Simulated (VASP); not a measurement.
# Ir6Ru17 (P1) in VASP: single point with PBEsol

Aim: the single point of Ir6Ru17 with PBEsol.

Program: VASP 6.6.1. These are calculated values, not measurements. Logs are shortened: lines on timing, memory, paths and dates and some standing lists are left out, and cuts for length are marked.

## 1. The cell of the first run

The typed cell holds 23 atoms: a = 6.852 Å, b = 6.852 Å, c = 6.852 Å, α = 85.55°, β = 85.56°, γ = 85.51°.

## 2. Single point, PBEsol

INCAR

```
SYSTEM = Ir6Ru17
PREC = Accurate
ENCUT = 520
EDIFF = 1E-6
ISMEAR = 0
SIGMA = 0.1
LREAL = Auto
LASPH = .TRUE.
NELM = 60
ALGO = Fast
ISIF = 2
LWAVE = .FALSE.
LCHARG = .FALSE.
GGA = PS
ISYM = 0
NBANDS = 163
```

KPOINTS

```
Automatic mesh
0
Gamma
  2 2 2
  0.5 0.5 0.5
```

POSCAR

```
Ir6Ru17
1.0
    2.6843584058     -4.6534977137     -4.2529356279
   -5.3724819889     -0.0019353885     -4.2531968401
    2.6864502623      4.6532501386     -4.2513413138
Ru Ir
17 6
Direct
    0.4163969849      0.5847998763      0.7439841271
    0.0860209461      0.2547268609      0.4134003097
    0.7509187875      0.9156280324      0.0822761026
    0.2468597359      0.4152329183      0.0897851043
    0.9160459120      0.0806749163      0.7514319270
    0.5769139288      0.7455840803      0.4203493970
    0.0824769385      0.7490098013      0.9168780179
    0.7486438987      0.4174185978      0.5828309164
    0.4141091444      0.0829009750      0.2508766360
    0.2478347072      0.0833298654      0.9187032228
    0.9154502556      0.7472553006      0.5844474601
    0.5797716725      0.4154922776      0.2530402000
    0.4159646029      0.2518684723      0.5807072423
    0.0842658460      0.9161014576      0.2492327064
    0.7480700883      0.5838196897      0.9150698381
    0.5817159089      0.9136431055      0.7479043435
    0.9180896966      0.2499980532      0.0856940150
    0.0812244621      0.4166172086      0.7502885733
    0.7489411390      0.0826469265      0.4168497543
    0.4149101051      0.7504055510      0.0834506204
    0.5821431984      0.2494521192      0.9168587236
    0.2508290825      0.9124137446      0.5831210208
    0.9191121771      0.5807792806      0.2506060575
```

Potentials or basis: VASP PAW PBE potentials, release 64 (Ru_pv, Ir).

Started as:

```
cat potpaw_PBE.64/Ru_pv/POTCAR potpaw_PBE.64/Ir/POTCAR > POTCAR
mpirun -np 1 vasp_std > vasp.out
```

OUTCAR:

```text
SYSTEM = Ir6Ru17
   PREC = Accurate
   ENCUT = 520
   EDIFF = 1E-6
   ISMEAR = 0
   LREAL = Auto
   LASPH = .TRUE.
   NELM = 60
   ISIF = 2
   GGA = PS
   ISYM = 0

 ion  position               nearest neighbor table
   1  0.416  0.585  0.744-   6 2.60  16 2.60  13 2.62  15 2.64  22 2.64  18 2.64  20 2.66   8 2.67
                             7 2.70  21 2.71   4 2.77
   2  0.086  0.255  0.413-   4 2.60  17 2.60  13 2.61  18 2.63  23 2.64  14 2.66   9 2.66  19 2.67
                             8 2.70  22 2.74   5 2.74
   3  0.751  0.916  0.082-  15 2.63  14 2.63  19 2.64  17 2.64  20 2.64  16 2.65   5 2.67   7 2.67
                            21 2.69  23 2.70   9 2.71   6 2.74
   4  0.247  0.415  0.090-  17 2.60   2 2.60  12 2.62  23 2.64  10 2.64  20 2.64  18 2.67   9 2.67
                             7 2.70  21 2.71   1 2.77
   5  0.916  0.081  0.751-  10 2.63  11 2.63  19 2.64  16 2.64  18 2.64  17 2.65   3 2.67   7 2.67
                            21 2.69  22 2.70   8 2.71   2 2.74
   6  0.577  0.746  0.420-   1 2.60  16 2.60  12 2.61  20 2.63  22 2.64  11 2.66   8 2.66  19 2.67
                             9 2.70  23 2.74   3 2.74
   7  0.082  0.749  0.917-  18 2.63  20 2.63  14 2.63  11 2.63  15 2.64  10 2.64   3 2.67   5 2.67
                            23 2.68  22 2.69   4 2.70   1 2.70
   8  0.749  0.417  0.583-  11 2.61  12 2.62  15 2.62  13 2.63  18 2.63  19 2.64   6 2.66   1 2.67
                            23 2.68  21 2.69   2 2.70   5 2.71
   9  0.414  0.083  0.251-  14 2.61  13 2.62  10 2.62  12 2.63  20 2.63  19 2.64   2 2.66   4 2.67
[... 15 lines left out ...]
  17  0.918  0.250  0.086-   4 2.60   2 2.60  23 2.61   3 2.64   5 2.65  21 2.66  10 2.67  14 2.68
                            19 2.68  18 2.69  15 2.71  12 2.71
  18  0.081  0.417  0.750-   7 2.63   8 2.63   2 2.63   5 2.64   1 2.64   4 2.67  11 2.67  15 2.68
                            17 2.69  10 2.69  13 2.70
  19  0.749  0.083  0.417-   8 2.64   9 2.64   3 2.64   5 2.64   6 2.67   2 2.67  12 2.68  16 2.68
                            13 2.68  17 2.68  14 2.70  11 2.70
  20  0.415  0.750  0.083-   7 2.63   9 2.63   6 2.63   3 2.64   4 2.64   1 2.66  14 2.67  10 2.68
                            15 2.69  16 2.69  12 2.70
  21  0.582  0.249  0.917-  15 2.64  10 2.64  12 2.65  13 2.65  16 2.66  17 2.66   3 2.69   5 2.69
                             8 2.69   9 2.69   4 2.71   1 2.71
  22  0.251  0.912  0.583-  16 2.61  14 2.63   1 2.64   6 2.64  11 2.64  10 2.66  13 2.66   9 2.68
                             7 2.69   5 2.70   2 2.74
  23  0.919  0.581  0.251-  17 2.61  11 2.63   2 2.64   4 2.64  14 2.64  15 2.66  12 2.66   8 2.68
                             7 2.68   3 2.70   6 2.74

IMPORTANT INFORMATION: All symmetrisations will be switched off!
NOSYMM: (Re-)initialisation of all symmetry stuff for point group C_1.

----------------------------------------------------------------------------------------

                                     Primitive cell

  volume of cell :     318.9058

  direct lattice vectors                    reciprocal lattice vectors
     2.684358406 -4.653497714 -4.252935628     0.062085463 -0.107449448 -0.078375182
    -5.372481989 -0.001935389 -4.253196840    -0.124091740  0.000041317 -0.078369155
     2.686450262  4.653250139 -4.251341314     0.062037154  0.107448408 -0.078411947

  length of vectors
     6.851881674  6.852244145  6.851543974     0.146774173  0.146766774  0.146772621

  position of ions in fractional coordinates (direct lattice)
     0.416396985  0.584799876  0.743984127
     0.086020946  0.254726861  0.413400310
     0.750918787  0.915628032  0.082276103
     0.246859736  0.415232918  0.089785104
     0.916045912  0.080674916  0.751431927
     0.576913929  0.745584080  0.420349397
[... 15 lines left out ...]
     0.250829082  0.912413745  0.583121021
     0.919112177  0.580779281  0.250606058

  ion indices of the primitive-cell ions
   primitive index   ion index
                 1           1
                 2           2
                 3           3
                 4           4
                 5           5
                 6           6
[... 15 lines left out ...]
                22          22
                23          23

----------------------------------------------------------------------------------------

 KPOINTS: Automatic mesh

Automatic generation of k-mesh.
 Grid dimensions read from file:
 generate k-points for:    2    2    2

 Generating k-lattice:

  Cartesian coordinates                     Fractional coordinates (reciprocal lattice)
     0.031042732 -0.053724724 -0.039187591     0.500000000  0.000000000  0.000000000
    -0.062045870  0.000020659 -0.039184578    -0.000000000  0.500000000  0.000000000
     0.031018577  0.053724204 -0.039205974     0.000000000  0.000000000  0.500000000

  Length of vectors
     0.073387086  0.073383387  0.073386311

  Shift w.r.t. Gamma in fractional coordinates (k-lattice)
     0.500000000  0.500000000  0.500000000

 Subroutine IBZKPT returns following result:
 ===========================================

 Found      4 irreducible k-points:

 Following reciprocal coordinates:
            Coordinates               Weight
  0.250000  0.250000  0.250000      2.000000
 -0.250000  0.250000  0.250000      2.000000
  0.250000 -0.250000  0.250000      2.000000
 -0.250000 -0.250000  0.250000      2.000000
   k-points           NKPTS =      4   k-points in BZ     NKDIM =      4   number of bands    NBANDS=    163
   number of dos      NEDOS =    301   number of ions     NIONS =     23
   total plane-waves  NPLWV = 157464
   dimension x,y,z NGX =    54 NGY =   54 NGZ =   54
   dimension x,y,z NGXF=   108 NGYF=  108 NGZF=  108
   ions per type =              17   6
   NGX,Y,Z   is equivalent  to a cutoff of  13.10, 13.10, 13.10 a.u.
   NGXF,Y,Z  is equivalent  to a cutoff of  26.20, 26.20, 26.21 a.u.
 SYSTEM =  Ir6Ru17
   PREC   = accura    normal or accurate (medium, high low for compatibility)
   ISTART =      0    job   : 0-new  1-cont  2-samecut
   ICHARG =      2    charge: 1-file 2-atom 10-const
   ISPIN  =      1    spin polarized calculation?
   LNONCOLLINEAR =      F non collinear calculations
   LSORBIT =      F    spin-orbit coupling
   LASPH  =      T    aspherical Exc in radial PAW
   ENCUT  =  520.0 eV  38.22 Ry    6.18 a.u.  12.74 12.74 12.74*2*pi/ulx,y,z
   NELM   =     60;   NELMIN=  2; NELMDL= -5     # of ELM steps
   EDIFF  = 0.1E-05   stopping-criterion for ELM
   LREAL  =      T    real-space projection
   EDIFFG = 0.1E-04   stopping-criterion for IOM
   NSW    =      0    number of steps for IOM
   IBRION =     -1    ionic relax: 0-MD 1-quasi-New 2-CG
   NFREE  =      0    steps in history (QN), initial steepest desc. (CG)
   ISIF   =      2    stress and relaxation
   ISYM   =      0    0-nonsym 1-usesym 2-fastsym
   POTIM  = 0.5000    time-step for ionic-motion
   TEBEG  =    0.0;   TEEND  =   0.0 temperature during run
   PSTRESS=    0.0 pullay stress
   NELECT =     292.0000    total number of electrons
   NUPDOWN=      -1.0000    fix difference up-down
   EMIN   =  10.00;   EMAX   =-10.00  energy-range for DOS
   EFERMI =   0.00;   METHOD = LEGACY
   ISMEAR =     0;   SIGMA  =   0.10  broadening in eV -4-tet -1-fermi 0-gaus
   EFERMI_NEDOS =   21; number of points for ismear=-14 and -15
   IALGO  =     68    algorithm
   IMIX   =      4    mixing-type and parameters
     AMIX     =   0.40;   BMIX     =  1.00
     AMIX_MAG =   1.60;   BMIX_MAG =  1.00
  volume/ion in A,a.u.               =      13.87        93.57
  Fermi-wavevector in a.u.,A,eV,Ry     =   1.589699  3.004096 34.383876  2.527144
  Thomas-Fermi vector in A             =   2.688508
   LORBIT       =      0    0 simple, 1 ext, 2 COOP (PROOUT), +10 PAW based schemes
   GGA     = PS    functional components
   LHFCALC =     F    Hartree Fock is set to
   AEXX    =    0.0000 exact exchange contribution
   IVDW    =     0    specifies the selected vdW correction
   LEPSILON=     F    determine dielectric tensor
   LRPA    =     F    only Hartree local field effects (RPA)
 non-spin polarized calculation
 RMM-DIIS sequential band-by-band and
 Gauss-broadening in eV      SIGMA  =   0.10
  energy-cutoff  :      520.00
  volume of cell :      318.91
 maximum number of plane-waves:      8589
 NGX is ok and might be reduce to    50
   NGX = 25   NGY = 25   NGZ = 25

 number of electron     292.0000016 magnetization

 Free energy of the ion-electron system (eV)
  ---------------------------------------------------
  ext. energy  EPLUGINS =         0.00000000
  ---------------------------------------------------
  free energy    TOTEN  =      -230.92446204 eV

  energy without entropy =     -230.82899425  energy(sigma->0) =     -230.87672814

 E-fermi :  11.9122     XC(G=0): -14.1153

 val. band max:       11.8608784685   @ k =  -0.2500  -0.2500   0.2500
 cond. band min:      11.9369274665   @ k =   0.2500   0.2500   0.2500
 fundamental gap:      0.0760489979
 Fermi energy:        11.9122002144

 k-point     1 :       0.2500    0.2500    0.2500
  band No.  band energies     occupation
      1     -31.6918      2.00000
      2     -31.6689      2.00000
      3     -31.6499      2.00000
      4     -31.5863      2.00000
      5     -31.5778      2.00000
      6     -31.5315      2.00000
[... 150 lines left out ...]
    157      12.7668      0.00000
    158      12.8072      0.00000

 k-point     2 :      -0.2500    0.2500    0.2500
  band No.  band energies     occupation
      1     -31.6818      2.00000
      2     -31.6337      2.00000
      3     -31.6101      2.00000
      4     -31.6065      2.00000
      5     -31.5872      2.00000
      6     -31.5630      2.00000
[... 150 lines left out ...]
    157      12.8191      0.00000
    158      12.8858      0.00000

 k-point     3 :       0.2500   -0.2500    0.2500
  band No.  band energies     occupation
      1     -31.6818      2.00000
      2     -31.6337      2.00000
      3     -31.6102      2.00000
      4     -31.6064      2.00000
      5     -31.5871      2.00000
      6     -31.5627      2.00000
[... 150 lines left out ...]
    157      12.8168      0.00000
    158      12.8853      0.00000

 k-point     4 :      -0.2500   -0.2500    0.2500
  band No.  band energies     occupation
      1     -31.6851      2.00000
      2     -31.6349      2.00000
      3     -31.6085      2.00000
      4     -31.6007      2.00000
      5     -31.5908      2.00000
      6     -31.5759      2.00000
[... 150 lines left out ...]
    157      12.7924      0.00000
    158      12.8851      0.00000
 [bands above 158 left out]

------------------------ aborting loop because EDIFF is reached ----------------------------------------

  FORCE on cell =-STRESS in cart. coord.  units (eV):
  Direction    XX          YY          ZZ          XY          YZ          ZX
  --------------------------------------------------------------------------------------
  -------------------------------------------------------------------------------------
  Total        0.3174792      0.3591849      0.3585692      0.0251857      0.0201027     -0.0102288
  in kB        1.5950097      1.8045384      1.8014455      0.1265323      0.1009955     -0.0513894
  external PRESSURE =       1.7336645 kB  Pullay stress =       0.0000000 kB

 VOLUME and BASIS-vectors are now :
 -----------------------------------------------------------------------------
  energy-cutoff  :      520.00
  volume of cell :      318.91
      direct lattice vectors                 reciprocal lattice vectors
     2.684358406 -4.653497714 -4.252935628     0.062085463 -0.107449448 -0.078375182
    -5.372481989 -0.001935389 -4.253196840    -0.124091740  0.000041317 -0.078369155
     2.686450262  4.653250139 -4.251341314     0.062037154  0.107448408 -0.078411947

 POSITION                                       TOTAL-FORCE (eV/Angst)
 -----------------------------------------------------------------------------------
     -0.02539      1.52311     -7.42111         0.005370     -0.014408      0.031421
     -0.02703      1.52286     -3.20675         0.010412     -0.021079      0.029141
     -2.68243     -3.11332     -7.43774        -0.004842     -0.011559      0.018273
     -1.32697     -0.73177     -3.19765         0.016375      0.001473     -0.023908
      4.04426     -0.76637     -7.43360         0.007056      0.009939     -0.013585
     -1.32775     -0.73012     -7.41174         0.024168      0.001787     -0.019400
[... 15 lines left out ...]
     -2.66209      1.54441     -7.42648        -0.010826      0.004123      0.013382
      0.02024     -3.11208     -7.44451        -0.004645      0.003311     -0.009968
 -----------------------------------------------------------------------------------
    total drift:                               -0.000487     -0.006454      0.000913

  FREE ENERGIE OF THE ION-ELECTRON SYSTEM (eV)
  ---------------------------------------------------
  free  energy   TOTEN  =      -230.9244620359 eV

  energy  without entropy=     -230.8289942539  energy(sigma->0) =     -230.87672814
```

It took 10 min on 1 thread of Intel Xeon Platinum 8488C (Sapphire Rapids), shared host; peak memory 0.46 GiB.

What came out:

| Quantity | Value |
| --- | --- |
| Free energy | -230.9245 eV |
| Pressure | 0.2 GPa |
| Largest force | 0.037 eV/Å |
| Band gap on the k mesh | zero (bands 146 and 147 overlap by 0.61 eV) |

Forces on the atoms (eV/Å):
```
Ru   0.005 -0.014  0.031
Ru   0.010 -0.021  0.029
Ru  -0.005 -0.012  0.018
Ru   0.016  0.001 -0.024
Ru   0.007  0.010 -0.014
Ru   0.024  0.002 -0.019
Ru  -0.030  0.010 -0.001
Ru  -0.002  0.012 -0.001
Ru  -0.009 -0.001 -0.008
Ru  -0.013  0.026 -0.016
Ru   0.000 -0.003 -0.011
Ru  -0.010  0.017 -0.010
Ru  -0.014 -0.012  0.005
Ru   0.003  0.001  0.001
Ru  -0.019 -0.018  0.012
Ru   0.023  0.006 -0.013
Ru   0.016 -0.005  0.020
Ir  -0.004 -0.010  0.004
Ir   0.001  0.002  0.000
Ir   0.012  0.002 -0.008
Ir   0.004 -0.001  0.000
Ir  -0.011  0.004  0.013
Ir  -0.005  0.003 -0.010
```

Caveat: the k points lie up to 0.46 Å⁻¹ apart, too coarse for converged energies and pressures of a metal; the PAW data sets were made with another functional, which shifts forces and pressure a little; spin-orbit coupling is left out, which moves the levels of the heavy elements.
